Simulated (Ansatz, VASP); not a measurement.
# One calculation of Si16CO, two programs

```xyz
18
Lattice="7.7354 0.0000 0.0000 0.0000 7.7354 0.0000 0.0000 0.0000 22.1119" Properties=species:S:1:pos:R:3 pbc="T T T"
Si    0.0000    1.9339    4.0000
Si    0.0000    5.8016    4.0000
Si    3.8677    1.9339    4.0000
Si    3.8677    5.8016    4.0000
Si    0.0000    0.0000    5.3674
Si    0.0000    3.8677    5.3674
Si    3.8677    0.0000    5.3674
Si    3.8677    3.8677    5.3674
Si    1.9339    0.0000    6.7707
Si    1.9339    3.8677    6.7707
Si    5.8016    0.0000    6.7707
Si    5.8016    3.8677    6.7707
Si    1.9339    1.9339    8.1119
Si    1.9339    5.8016    8.1119
Si    5.8016    1.9339    8.1119
Si    5.8016    5.8016    8.1119
C     3.8677    5.8016    7.2019
O     3.5675    6.9220    7.2019
```

Alike in both runs: task single point; functional PBE; k mesh 4 × 4 × 1; occupations gaussian, width 0.05 eV; no spin polarisation.

|  | VASP | Ansatz |
| --- | --- | --- |
| version | VASP 6.6.1 | Ansatz 0.2.0 |
| potentials or method | VASP PAW PBE potentials, release 64 (Si, C, O), cutoff 520 eV | scalar-relativistic, plane waves, PAW |
| valence electrons in the cell | 74 | 74 |

|  | VASP | Ansatz | Ansatz less VASP |
| --- | --- | --- | --- |
| gap on the k mesh at the Fermi level (eV) | none | none | - |
| rms of the force components (eV/Å) | 2.153 | 2.020 | -0.1330 |
| work function, face that differs most (eV) | 5.23 | 5.23 | -0.001 |

Atom by atom the forces differ by 0.145 eV/Å (rms over components). A gap of «none» marks a metal or a gap that the smearing closes. The functional is the same, so the differences come from potentials, cutoffs and numerics.

Noted on VASP's run: the standard files for N, O and F lose accuracy on very short bonds.
